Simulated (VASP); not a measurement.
# Ta (P6_3/mmc) in VASP: a series of runs

Ta is run at these levels: PBEsol, r2SCAN; tasks: single point.

Program: VASP 6.6.1. These are calculated values, not measurements. Logs are shortened: lines on timing, memory, paths and dates and some standing lists are left out, and cuts for length are marked.

## Step 1: The cell of the first run

The structure is hexagonal, space group P6_3/mmc (No. 194). The conventional cell has a = 2.900 Å, b = 2.900 Å, c = 5.166 Å, α = 90.00°, β = 90.00°, γ = 120.00°. Ta (site symmetry -6m2) has 12 Ta at 2.90 to 3.08 Å within 3.8 Å.

## Step 2: Single point, PBEsol

Input file INCAR:

```
PREC = Accurate
ENCUT = 520
EDIFF = 1E-6
ISMEAR = -1
SIGMA = 0.05
LREAL = F
LASPH = T
NELM = 60
ALGO = Normal
ISIF = 2
LWAVE = F
LCHARG = F
GGA = PS
NBANDS = 18
```

Input file KPOINTS:

```
Automatic mesh
0
Gamma
  11 11 5
```

Input file POSCAR:

```
Ta
1.0
    2.9003720726      0.0000000000      0.0000000000
   -1.4501860363      2.5117958953      0.0000000000
    0.0000000000      0.0000000000      5.1662740000
Ta
2
Direct
    0.3333333333      0.6666666667      0.2500000000
    0.6666666667      0.3333333333      0.7500000000
```

Potentials or basis: VASP PAW PBE potentials, release 64 (Ta_pv).

Started as:

```sh
cat potpaw_PBE.64/Ta_pv/POTCAR > POTCAR
mpirun -np 1 vasp_std > vasp.out
```

OUTCAR:

```text
PREC = Accurate
   ENCUT = 520
   EDIFF = 1E-6
   ISMEAR = -1
   LREAL = F
   LASPH = T
   NELM = 60
   ISIF = 2
   GGA = PS

 ion  position               nearest neighbor table
   1  0.333  0.667  0.250-   2 3.08   2 3.08   2 3.08   2 3.08   2 3.08   2 3.08
   2  0.667  0.333  0.750-   1 3.08   1 3.08   1 3.08   1 3.08   1 3.08   1 3.08

  LATTYP: Found a hexagonal cell.
 ALAT       =     2.9003720726
 C/A-ratio  =     1.7812452577

  Lattice vectors:

 A1 = (   2.9003720726,   0.0000000000,   0.0000000000)
 A2 = (  -1.4501860363,   2.5117958953,   0.0000000000)
 A3 = (   0.0000000000,   0.0000000000,   5.1662740000)

Analysis of symmetry for initial positions (statically):
=====================================================================
 Subroutine PRICEL returns:
 Original cell was already a primitive cell.

 Routine SETGRP: Setting up the symmetry group for a
 hexagonal supercell.

 Subroutine GETGRP returns: Found 24 space group operations
 (whereof 12 operations were pure point group operations)
 out of a pool of 24 trial point group operations.

The static configuration has the point symmetry D_3d.
 The point group associated with its full space group is D_6h.

Analysis of symmetry for dynamics (positions and initial velocities):
=====================================================================
 Subroutine PRICEL returns:
 Original cell was already a primitive cell.

 Routine SETGRP: Setting up the symmetry group for a
 hexagonal supercell.

 Subroutine GETGRP returns: Found 24 space group operations
 (whereof 12 operations were pure point group operations)
 out of a pool of 24 trial point group operations.

The dynamic configuration has the point symmetry D_3d.
 The point group associated with its full space group is D_6h.

 Subroutine INISYM returns: Found 24 space group operations
 (whereof 12 operations are pure point group operations),
 and found     1 'primitive' translations

----------------------------------------------------------------------------------------

                                     Primitive cell

  volume of cell :      37.6370

  direct lattice vectors                    reciprocal lattice vectors
     2.900372073  0.000000000  0.000000000     0.344783350  0.199060760  0.000000000
    -1.450186036  2.511795895  0.000000000     0.000000000  0.398121520  0.000000000
     0.000000000  0.000000000  5.166274000     0.000000000  0.000000000  0.193563098

  length of vectors
     2.900372073  2.900372073  5.166274000     0.398121520  0.398121520  0.193563098

  position of ions in fractional coordinates (direct lattice)
     0.333333333  0.666666667  0.250000000
     0.666666667  0.333333333  0.750000000

  ion indices of the primitive-cell ions
   primitive index   ion index
                 1           1
                 2           2

----------------------------------------------------------------------------------------

 KPOINTS: Automatic mesh

Automatic generation of k-mesh.
 Grid dimensions read from file:
 generate k-points for:   11   11    5

 Generating k-lattice:

  Cartesian coordinates                     Fractional coordinates (reciprocal lattice)
     0.031343941  0.018096433  0.000000000     0.090909091 -0.000000000  0.000000000
     0.000000000  0.036192865  0.000000000     0.000000000  0.090909091  0.000000000
     0.000000000  0.000000000  0.038712620     0.000000000  0.000000000  0.200000000

  Length of vectors
     0.036192865  0.036192865  0.038712620

  Shift w.r.t. Gamma in fractional coordinates (k-lattice)
     0.000000000  0.000000000  0.000000000

 Subroutine IBZKPT returns following result:
 ===========================================

 Found     48 irreducible k-points:

 Following reciprocal coordinates:
            Coordinates               Weight
  0.000000  0.000000  0.000000      1.000000
  0.090909  0.000000  0.000000      6.000000
  0.181818  0.000000  0.000000      6.000000
  0.272727  0.000000  0.000000      6.000000
  0.363636 -0.000000  0.000000      6.000000
  0.454545  0.000000  0.000000      6.000000
[... 16 lines left out ...]
  0.090909  0.090909  0.200000     12.000000
  0.181818  0.090909  0.200000     24.000000
 [... further k-points ...]
   k-points           NKPTS =     48   k-points in BZ     NKDIM =     48   number of bands    NBANDS=     18
   number of dos      NEDOS =    301   number of ions     NIONS =      2
   total plane-waves  NPLWV =  23040
   dimension x,y,z NGX =    24 NGY =   24 NGZ =   40
   dimension x,y,z NGXF=    48 NGYF=   48 NGZF=   80
   ions per type =               2
   NGX,Y,Z   is equivalent  to a cutoff of  13.76, 13.76, 12.87 a.u.
   NGXF,Y,Z  is equivalent  to a cutoff of  27.51, 27.51, 25.74 a.u.
 SYSTEM =  unknown system
   PREC   = accura    normal or accurate (medium, high low for compatibility)
   ISTART =      0    job   : 0-new  1-cont  2-samecut
   ICHARG =      2    charge: 1-file 2-atom 10-const
   ISPIN  =      1    spin polarized calculation?
   LNONCOLLINEAR =      F non collinear calculations
   LSORBIT =      F    spin-orbit coupling
   LASPH  =      T    aspherical Exc in radial PAW
   ENCUT  =  520.0 eV  38.22 Ry    6.18 a.u.   5.39  5.39  9.61*2*pi/ulx,y,z
   NELM   =     60;   NELMIN=  2; NELMDL= -5     # of ELM steps
   EDIFF  = 0.1E-05   stopping-criterion for ELM
   LREAL  =      F    real-space projection
   EDIFFG = 0.1E-04   stopping-criterion for IOM
   NSW    =      0    number of steps for IOM
   IBRION =     -1    ionic relax: 0-MD 1-quasi-New 2-CG
   NFREE  =      0    steps in history (QN), initial steepest desc. (CG)
   ISIF   =      2    stress and relaxation
   ISYM   =      2    0-nonsym 1-usesym 2-fastsym
   POTIM  = 0.5000    time-step for ionic-motion
   TEBEG  =    0.0;   TEEND  =   0.0 temperature during run
   PSTRESS=    0.0 pullay stress
   NELECT =      22.0000    total number of electrons
   NUPDOWN=      -1.0000    fix difference up-down
   EMIN   =  10.00;   EMAX   =-10.00  energy-range for DOS
   EFERMI =   0.00;   METHOD = LEGACY
   ISMEAR =    -1;   SIGMA  =   0.05  broadening in eV -4-tet -1-fermi 0-gaus
   EFERMI_NEDOS =   21; number of points for ismear=-14 and -15
   IALGO  =     38    algorithm
   IMIX   =      4    mixing-type and parameters
     AMIX     =   0.40;   BMIX     =  1.00
     AMIX_MAG =   1.60;   BMIX_MAG =  1.00
  volume/ion in A,a.u.               =      18.82       126.99
  Fermi-wavevector in a.u.,A,eV,Ry     =   1.368812  2.586680 25.492516  1.873647
  Thomas-Fermi vector in A             =   2.494743
   LORBIT       =      0    0 simple, 1 ext, 2 COOP (PROOUT), +10 PAW based schemes
   GGA     = PS    functional components
   LHFCALC =     F    Hartree Fock is set to
   AEXX    =    0.0000 exact exchange contribution
   IVDW    =     0    specifies the selected vdW correction
   LEPSILON=     F    determine dielectric tensor
   LRPA    =     F    only Hartree local field effects (RPA)
 non-spin polarized calculation
  energy-cutoff  :      520.00
  volume of cell :       37.64
 maximum number of plane-waves:      1039
 NGX is ok and might be reduce to    24
   NGX = 11   NGY = 11   NGZ = 19

 number of electron      22.0000003 magnetization

 Free energy of the ion-electron system (eV)
  ---------------------------------------------------
  ext. energy  EPLUGINS =         0.00000000
  ---------------------------------------------------
  free energy    TOTEN  =       -24.50269076 eV

  energy without entropy =      -24.48380313  energy(sigma->0) =      -24.49324695

 E-fermi :   5.4173     XC(G=0): -12.4923

 val. band max:        5.4106817782   @ k =   0.3636  -0.0000   0.0000
 cond. band min:       5.4464366063   @ k =   0.2727   0.1818   0.2000
 fundamental gap:      0.0357548281
 Fermi energy:         5.4172936889

 k-point     1 :       0.0000    0.0000    0.0000
  band No.  band energies     occupation
      1     -29.1192      2.00000
      2     -28.3052      2.00000
      3     -28.1868      2.00000
      4     -28.1868      2.00000
      5     -28.1046      2.00000
      6     -28.1046      2.00000
[... 10 lines left out ...]
     17      10.5080      0.00000
     18      10.5080      0.00000

 k-point     2 :       0.0909    0.0000    0.0000
  band No.  band energies     occupation
      1     -29.0930      2.00000
      2     -28.3083      2.00000
      3     -28.2716      2.00000
      4     -28.2098      2.00000
      5     -28.1912      2.00000
      6     -28.1203      2.00000
[... 10 lines left out ...]
     17      10.6309      0.00000
     18      11.1497      0.00000

 k-point     3 :       0.1818    0.0000    0.0000
  band No.  band energies     occupation
      1     -29.0194      2.00000
      2     -28.4963      2.00000
      3     -28.4159      2.00000
      4     -28.3194      2.00000
      5     -28.2697      2.00000
      6     -28.1632      2.00000
[... 10 lines left out ...]
     17      10.8208      0.00000
     18      12.4513      0.00000

 k-point     4 :       0.2727    0.0000    0.0000
  band No.  band energies     occupation
      1     -28.9130      2.00000
      2     -28.7844      2.00000
      3     -28.6954      2.00000
      4     -28.3454      2.00000
      5     -28.3434      2.00000
      6     -28.2206      2.00000
[... 375 lines left out ...]
      4     -28.4386      2.00000
      5     -28.4318      2.00000
      6     -28.3198      2.00000
[... 10 lines left out ...]
     17      11.8987      0.00000
     18      12.2443      0.00000

 k-point    23 :       0.0909    0.0909    0.2000
  band No.  band energies     occupation
      1     -28.9828      2.00000
      2     -28.4371      2.00000
      3     -28.3994      2.00000
      4     -28.3174      2.00000
      5     -28.2319      2.00000
      6     -28.1698      2.00000
[... 10 lines left out ...]
     17      10.4830      0.00000
     18      11.3992      0.00000

 k-point    24 :       0.1818    0.0909    0.2000
  band No.  band energies     occupation
      1     -28.9201      2.00000
      2     -28.6444      2.00000
      3     -28.6078      2.00000
      4     -28.3739      2.00000
      5     -28.3069      2.00000
      6     -28.2359      2.00000
[... 10 lines left out ...]
     17      10.4184      0.00000
     18      12.0671      0.00000

 [... further k-points ...]

------------------------ aborting loop because EDIFF is reached ----------------------------------------

  FORCE on cell =-STRESS in cart. coord.  units (eV):
  Direction    XX          YY          ZZ          XY          YZ          ZX
  --------------------------------------------------------------------------------------
  -------------------------------------------------------------------------------------
  Total       -1.8569940     -1.8569940     -1.4093599     -0.0000000      0.0000000      0.0000000
  in kB      -79.0506777    -79.0506777    -59.9952668     -0.0000000      0.0000000      0.0000000
  external PRESSURE =     -72.6988741 kB  Pullay stress =       0.0000000 kB

 VOLUME and BASIS-vectors are now :
 -----------------------------------------------------------------------------
  energy-cutoff  :      520.00
  volume of cell :       37.64
      direct lattice vectors                 reciprocal lattice vectors
     2.900372073  0.000000000  0.000000000     0.344783350  0.199060760  0.000000000
    -1.450186036  2.511795895  0.000000000     0.000000000  0.398121520  0.000000000
     0.000000000  0.000000000  5.166274000     0.000000000  0.000000000  0.193563098

 POSITION                                       TOTAL-FORCE (eV/Angst)
 -----------------------------------------------------------------------------------
     -0.00000      1.67453      1.29157         0.000000     -0.000000      0.000000
      1.45019      0.83727      3.87471        -0.000000      0.000000      0.000000
 -----------------------------------------------------------------------------------
    total drift:                               -0.000000      0.000000     -0.000000

  FREE ENERGIE OF THE ION-ELECTRON SYSTEM (eV)
  ---------------------------------------------------
  free  energy   TOTEN  =       -24.5026907601 eV

  energy  without entropy=      -24.4838031326  energy(sigma->0) =      -24.49324695
```

It took 29 s on 1 thread of AMD EPYC 7R43 (Zen 3), shared host; peak memory 0.13 GiB.

What came out:

```
Free energy            : -24.5027 eV
Pressure               : -7.3 GPa
Band gap on the k mesh : zero (band 11 reaches 6.32 eV, above the bottom of band 12 at 4.86 eV)
```

Levels at points of the mesh, in eV from the Fermi level:
```
           k point  band 9  band 10  band 11  band 12  band 13  band 14
(0.00, 0.00, 0.00)   -0.58    -0.13     0.58     0.58     1.14     1.14
```

Caveat: the PAW data sets were made with another functional, which shifts forces and pressure a little; spin-orbit coupling is left out, which moves the levels of the heavy elements.

## Step 3: Single point, r2SCAN

POSCAR is that of step 2.

Input file INCAR.step1:

```
SYSTEM = Ta
PREC = Accurate ; ENCUT = 520
ISMEAR = -1 ; SIGMA = 0.05
LREAL = .FALSE. ; LASPH = .TRUE.
NELM = 60 ; NBANDS = 18
GGA = PE ; ALGO = Normal
EDIFF = 1E-4 ; LWAVE = .TRUE.
LCHARG = .FALSE.
```

Input file INCAR.step2:

```
SYSTEM = Ta
PREC = Accurate ; ENCUT = 520
EDIFF = 1E-6 ; ISMEAR = -1
SIGMA = 0.05 ; LREAL = .FALSE.
LASPH = .TRUE. ; NELM = 60
ALGO = Normal ; ISIF = 2
LWAVE = .FALSE. ; LCHARG = .FALSE.
METAGGA = R2SCAN ; LMIXTAU = .TRUE.
NBANDS = 18 ; ISTART = 1
```

Input file KPOINTS:

```
Automatic mesh
0
G
  11 11 5
  0 0 0
```

Potentials or basis: VASP PAW PBE potentials, release 64 (Ta_pv).

Started as:

```sh
cat potpaw_PBE.64/Ta_pv/POTCAR > POTCAR
cp INCAR.step1 INCAR
mpirun -np 1 vasp_std > vasp.out
cp INCAR.step2 INCAR
mpirun -np 1 vasp_std > vasp.out
```

Run time: 2.6 min. Hardware: 1 thread of AMD EPYC 7R43 (Zen 3), shared host; peak memory 0.14 GiB.

It converged, with:

```yaml
Free_energy: -96.5708 eV
Pressure: -3.1 GPa
Band_gap_on_the_k_mesh: zero (band 11 reaches 6.30 eV, above the bottom of band 12 at 4.81 eV)
```

Stress tensor (GPa, compression positive):
```
-3.54  0.00  0.00
 0.00 -3.54  0.00
 0.00  0.00 -2.24
```

Levels at points of the mesh, in eV from the Fermi level:
| k point | band 9 | band 10 | band 11 | band 12 | band 13 | band 14 |
| --- | --- | --- | --- | --- | --- | --- |
| (0.00, 0.00, 0.00) | -0.61 | -0.39 | 0.67 | 0.67 | 1.26 | 1.26 |

Caveat: the PAW data sets were made with another functional, which shifts forces and pressure a little; spin-orbit coupling is left out, which moves the levels of the heavy elements.
